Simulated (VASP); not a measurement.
Write the native input for VASP 6.6.1 that does the following.

```yaml
Task: electric field gradients
Functional: PBE
Potentials_or_basis: VASP PAW PBE potentials, release 64 (Sb)
Cutoff: 520 eV
k_mesh: 12 × 12 × 7
Occupations: fermi-dirac, width 0.05 eV
Spin: no spin polarisation
Dipole_correction: no
Further_INCAR_settings: ALGO = Normal; EDIFF = 1e-08; NBANDS = 12
```

The structure of Sb lies in POSCAR:

```
Sb
1.0
    3.3002257761      0.0000000000      0.0000000000
   -1.6501128881      2.8580793603      0.0000000000
    0.0000000000      0.0000000000      5.2211939594
Sb
2
Direct
    0.3333333333      0.6666666667      0.2500000000
    0.6666666667      0.3333333333      0.7500000000
```

This cell differs from its parent crystal: volume scaled by 0.94.

The input as run:

INCAR

```
PREC = Accurate
ENCUT = 520
EDIFF = 1E-8
ISMEAR = -1
SIGMA = 0.05
LREAL = F
LASPH = T
NELM = 60
ALGO = Normal
ISIF = 2
LWAVE = F
LCHARG = F
GGA = PE
LEFG = T
NBANDS = 12
```

KPOINTS

```
Automatic mesh
0
Gamma
  12 12 7
```

Potentials or basis: VASP PAW PBE potentials, release 64 (Sb).

Run with:

```console
$ cat potpaw_PBE.64/Sb/POTCAR > POTCAR
$ mpirun -np 1 vasp_std > vasp.out
```

Results of the run:

```json
{"Pressure": "8.0 GPa", "Band gap on the k mesh": "zero (band 5 reaches 14.11 eV, above the bottom of band 6 at 6.56 eV)"}
```

Caveat: without QUAD_EFG the Cq values of the log hold for a quadrupole moment of 1 mb, not for the nuclei; spin-orbit coupling is left out, which moves the levels of the heavy elements.

Run time: 65 s on 1 thread of Intel Xeon 6975P-C, on a shared host, peak memory 0.2 GiB.
